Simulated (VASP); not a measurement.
# Ag (Fm-3m) in VASP: further runs, part 2 of 2

VASP 6.6.1. The steps go on from the part before.

### 3 Single point, PBE

This run uses another cell than the first one, of 17.83 Å³/atom.

File INCAR:

```
ALGO = Normal
EDIFF = 1E-6
ENCUT = 500
GGA = PE
GGA_COMPAT = False
ISIF = 2
ISMEAR = -1
LASPH = True
LCHARG = False
LREAL = False
LWAVE = False
NBANDS = 12
NELM = 120
PREC = Accurate
SIGMA = 0.1
```

File KPOINTS:

```
k-points
0
Gamma
  20 20 20
```

File POSCAR:

```
Ag
1.0
    0.0000000000      2.0736623499      2.0736623499
    2.0736623499      0.0000000000      2.0736623499
    2.0736623499      2.0736623499      0.0000000000
Ag
1
Direct
    0.0000000000      0.0000000000      0.0000000000
```

Potentials or basis: VASP PAW PBE potentials, release 64 (Ag).

Command:

```bash
$ cat potpaw_PBE.64/Ag/POTCAR > POTCAR
$ mpirun -np 1 vasp_std > vasp.out
```

OUTCAR:

```text
EDIFF = 1E-6
   ENCUT = 500
   GGA = PE
   ISIF = 2
   ISMEAR = -1
   LASPH = True
   LREAL = False
   NELM = 120
   PREC = Accurate

 ion  position               nearest neighbor table
   1  0.000  0.000  0.000-

  LATTYP: Found a face centered cubic cell.
 ALAT       =     4.1473246998

  Lattice vectors:

 A1 = (   0.0000000000,   2.0736623499,   2.0736623499)
 A2 = (   2.0736623499,   0.0000000000,   2.0736623499)
 A3 = (   2.0736623499,   2.0736623499,   0.0000000000)

Analysis of symmetry for initial positions (statically):
=====================================================================
 Subroutine PRICEL returns:
 Original cell was already a primitive cell.

 Routine SETGRP: Setting up the symmetry group for a
 face centered cubic supercell.

 Subroutine GETGRP returns: Found 48 space group operations
 (whereof 48 operations were pure point group operations)
 out of a pool of 48 trial point group operations.

The static configuration has the point symmetry O_h .

Analysis of symmetry for dynamics (positions and initial velocities):
=====================================================================
 Subroutine PRICEL returns:
 Original cell was already a primitive cell.

 Routine SETGRP: Setting up the symmetry group for a
 face centered cubic supercell.

 Subroutine GETGRP returns: Found 48 space group operations
 (whereof 48 operations were pure point group operations)
 out of a pool of 48 trial point group operations.

The dynamic configuration has the point symmetry O_h .

 Subroutine INISYM returns: Found 48 space group operations
 (whereof 48 operations are pure point group operations),
 and found     1 'primitive' translations

----------------------------------------------------------------------------------------

                                     Primitive cell

  volume of cell :      17.8338

  direct lattice vectors                    reciprocal lattice vectors
     0.000000000  2.073662350  2.073662350    -0.241119293  0.241119293  0.241119293
     2.073662350  0.000000000  2.073662350     0.241119293 -0.241119293  0.241119293
[... 112 lines left out ...]
   LEPSILON=     F    determine dielectric tensor
   LRPA    =     F    only Hartree local field effects (RPA)
 non-spin polarized calculation
  energy-cutoff  :      500.00
  volume of cell :       17.83
 maximum number of plane-waves:       467
 NGX is ok and might be reduce to    24
   NGX = 11   NGY = 11   NGZ = 11

 number of electron      11.0000000 magnetization

 Free energy of the ion-electron system (eV)
  ---------------------------------------------------
  ext. energy  EPLUGINS =         0.00000000
  ---------------------------------------------------
  free energy    TOTEN  =        -2.72378577 eV

  energy without entropy =       -2.71623276  energy(sigma->0) =       -2.72000927

 E-fermi :   7.8388     XC(G=0): -11.9435

 val. band max:        7.7488780038   @ k =   0.5000   0.3500   0.1500
 cond. band min:       7.8491850057   @ k =   0.5000   0.3000   0.1000
 fundamental gap:      0.1003070019
 Fermi energy:         7.8387943857

 k-point     1 :       0.0000    0.0000    0.0000
  band No.  band energies     occupation
      1       0.3779      2.00000
      2       3.1725      2.00000
      3       3.1725      2.00000
      4       3.1725      2.00000
      5       4.1267      2.00000
      6       4.1267      2.00000
      7      23.7416      0.00000
      8      27.0540      0.00000
      9      27.0540      0.00000
     10      27.0540      0.00000
     11      31.7548      0.00000
     12      32.6165      0.00000
[... 331 lines left out ...]
 k-point    24 :      -0.3500    0.0500    0.0000
  band No.  band energies     occupation
      1       1.8313      2.00000
      2       3.2242      2.00000
      3       3.2617      2.00000
      4       4.4509      2.00000
      5       4.5394      2.00000
      6       5.5928      2.00000
      7      14.3745      0.00000
      8      23.2246      0.00000
      9      24.9317      0.00000
     10      26.4479      0.00000
     11      29.9416      0.00000
     12      30.2737      0.00000

 [... further k-points ...]

------------------------ aborting loop because EDIFF is reached ----------------------------------------

  FORCE on cell =-STRESS in cart. coord.  units (eV):
  Direction    XX          YY          ZZ          XY          YZ          ZX
  --------------------------------------------------------------------------------------
  -------------------------------------------------------------------------------------
  Total       -0.0047742     -0.0047742     -0.0047742      0.0000000      0.0000000     -0.0000000
  in kB       -0.4289133     -0.4289133     -0.4289133      0.0000000      0.0000000     -0.0000000
  external PRESSURE =      -0.4289133 kB  Pullay stress =       0.0000000 kB

 VOLUME and BASIS-vectors are now :
 -----------------------------------------------------------------------------
  energy-cutoff  :      500.00
  volume of cell :       17.83
      direct lattice vectors                 reciprocal lattice vectors
     0.000000000  2.073662350  2.073662350    -0.241119293  0.241119293  0.241119293
     2.073662350  0.000000000  2.073662350     0.241119293 -0.241119293  0.241119293
     2.073662350  2.073662350  0.000000000     0.241119293  0.241119293 -0.241119293

 POSITION                                       TOTAL-FORCE (eV/Angst)
 -----------------------------------------------------------------------------------
      0.00000      0.00000      0.00000         0.000000      0.000000      0.000000
 -----------------------------------------------------------------------------------
    total drift:                               -0.000000      0.000000      0.000000

  FREE ENERGIE OF THE ION-ELECTRON SYSTEM (eV)
  ---------------------------------------------------
  free  energy   TOTEN  =        -2.7237857748 eV

  energy  without entropy=       -2.7162327623  energy(sigma->0) =       -2.72000927
```

OSZICAR:

```text
N       E                     dE             d eps       ncg     rms          rms(c)
DAV:   1     0.509704995922E+02    0.50970E+02   -0.53531E+03  6256   0.798E+02
DAV:   2    -0.216191738393E+01   -0.53132E+02   -0.49785E+02  7140   0.189E+02
DAV:   3    -0.296267070662E+01   -0.80075E+00   -0.80002E+00  7196   0.246E+01
DAV:   4    -0.296518742566E+01   -0.25167E-02   -0.25166E-02  7176   0.146E+00
DAV:   5    -0.296520819573E+01   -0.20770E-04   -0.20771E-04  7300   0.119E-01    0.465E+00
DAV:   6    -0.273280921996E+01    0.23240E+00   -0.94421E-01  6660   0.863E+00    0.308E+00
DAV:   7    -0.272627496641E+01    0.65343E-02   -0.76737E-03  7184   0.838E-01    0.176E+00
DAV:   8    -0.272377281903E+01    0.25021E-02   -0.70375E-04  6872   0.203E-01    0.799E-02
DAV:   9    -0.272378066596E+01   -0.78469E-05   -0.92046E-06  7228   0.226E-02    0.253E-02
DAV:  10    -0.272378615047E+01   -0.54845E-05   -0.42416E-06  6968   0.195E-02    0.470E-03
DAV:  11    -0.272378577483E+01    0.37564E-06   -0.84866E-08  3836   0.246E-03
   1 F= -.27237858E+01 E0= -.27200093E+01  d E =-.755301E-02
```

stdout:

```text
POSCAR found type information on POSCAR Ag
 POSCAR found :  1 types and       1 ions
 scaLAPACK will be used
 LDA part: xc-table for (Slater+PW92), standard interpolation
 POSCAR, INCAR and KPOINTS ok, starting setup
 FFT: planning ... GRIDC
 FFT: planning ... GRID_SOFT
 FFT: planning ... GRID
 WAVECAR not read
 entering main loop
```

It took 25 s on 1 thread of Intel Xeon 6975P-C (Granite Rapids), shared host; peak memory 0.17 GiB.

What came out:

```
Free energy            : -2.7238 eV
Pressure               : 0.0 GPa
Band gap on the k mesh : zero (an odd number of electrons rules out a gap without spin polarisation)
```

Levels at points of the mesh, in eV from the Fermi level:
```
           k point  band 2  band 3  band 4  band 5  band 6  band 7  band 8  band 9  band 10  band 11
(0.00, 0.00, 0.00)   -4.67   -4.67   -4.67   -3.71   -3.71   15.90   19.22   19.22    19.22    23.92
(0.50, 0.00, 0.00)   -4.69   -4.69   -2.98   -2.98   -0.29    3.34   15.13   17.39    17.39    22.20
(0.50, 0.50, 0.00)   -6.05   -3.01   -2.79   -2.79    1.63    6.38   10.42   10.42    16.64    16.66
```
